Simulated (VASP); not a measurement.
Runs of VASP 6.6.1 on Zn. The structure is that of space group P6/mmm (No. 191), or close to it. The cells are those of the table. 

```csv
cell,k mesh,gap on the mesh (eV),pressure (GPa)
"a = 4.675, b = 4.675, c = 2.802 Å, angles 90.0, 90.0, 120.0°, 3 atoms",9 × 9 × 13,none,-3.2
"a = 4.366, b = 4.366, c = 2.617 Å, angles 90.0, 90.0, 120.0°, 3 atoms",9 × 9 × 13,none,(a)
"a = 4.431, b = 4.431, c = 2.656 Å, angles 90.0, 90.0, 120.0°, 3 atoms",9 × 9 × 13,none,5.7
"a = 4.732, b = 4.732, c = 2.836 Å, angles 90.0, 90.0, 120.0°, 3 atoms",9 × 9 × 13,none,(b)
"a = 4.556, b = 4.556, c = 2.731 Å, angles 90.0, 90.0, 120.0°, 3 atoms",11 × 11 × 15,none,0.1
"a = 4.495, b = 4.495, c = 2.694 Å, angles 90.0, 90.0, 120.0°, 3 atoms",9 × 9 × 13,none,2.5
"a = 4.556, b = 4.556, c = 2.731 Å, angles 90.0, 90.0, 120.0°, 3 atoms",9 × 9 × 13,none,0.1
"a = 4.616, b = 4.616, c = 2.767 Å, angles 90.0, 90.0, 120.0°, 3 atoms",9 × 9 × 13,none,-1.8
```

Alike in all rows: task single point; level RPBE; potentials or basis VASP PAW PBE potentials, release 64 (Zn); no spin polarisation; cutoff (eV) 520; smearing fermi-dirac 0.1 eV.

Task: Fill in the values left out.

Result: (a) 9.8; (b) -4.2.

Caveats: the PAW data sets were made with another functional, which shifts forces and pressure a little.

A gap of «none» marks levels without a gap at the run's occupations.
